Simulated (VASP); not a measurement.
Here is a VASP 6.6.1 calculation.

The input INCAR:

```
SYSTEM = TiTe2
ALGO = Normal
EDIFF = 1E-6
ENCUT = 520
GGA = PE
ISIF = 2
ISMEAR = 0
IVDW = 12
LASPH = .TRUE.
LCHARG = .FALSE.
LREAL = .FALSE.
LWAVE = .FALSE.
NBANDS = 19
NELM = 60
PREC = Accurate
SIGMA = 0.05
```

The input KPOINTS:

```
k-points
0
G
  8 8 4
  0 0 0
```

File POSCAR:

```
TiTe2
1.0
    3.6590383194      0.0000000000      0.0000000000
   -1.8295191597      3.1688201380      0.0000000000
    0.0000000000      0.0000000000      6.2485613267
Ti Te
1 2
Direct
    0.0000000000      0.0000000000      0.0000000000
    0.3333333333      0.6666666667      0.2767735192
    0.6666666667      0.3333333333      0.7232264808
```

Potentials or basis: VASP PAW PBE potentials, release 64 (Ti_sv, Te).

The run is started by

```console
$ cat potpaw_PBE.64/Ti_sv/POTCAR potpaw_PBE.64/Te/POTCAR > POTCAR
$ mpirun -np 1 vasp_std > vasp.out
```

(1) What does it give for the pressure?

(2) What does it give for the band gap on the k mesh?

Answers

(1) 1.9 GPa.

(2) zero (band 12 reaches 8.62 eV, above the bottom of band 13 at 7.77 eV).

Caveat: spin-orbit coupling is left out, which moves the levels of the heavy elements; pairwise dispersion overbinds metals, which lowers pressure and volume.
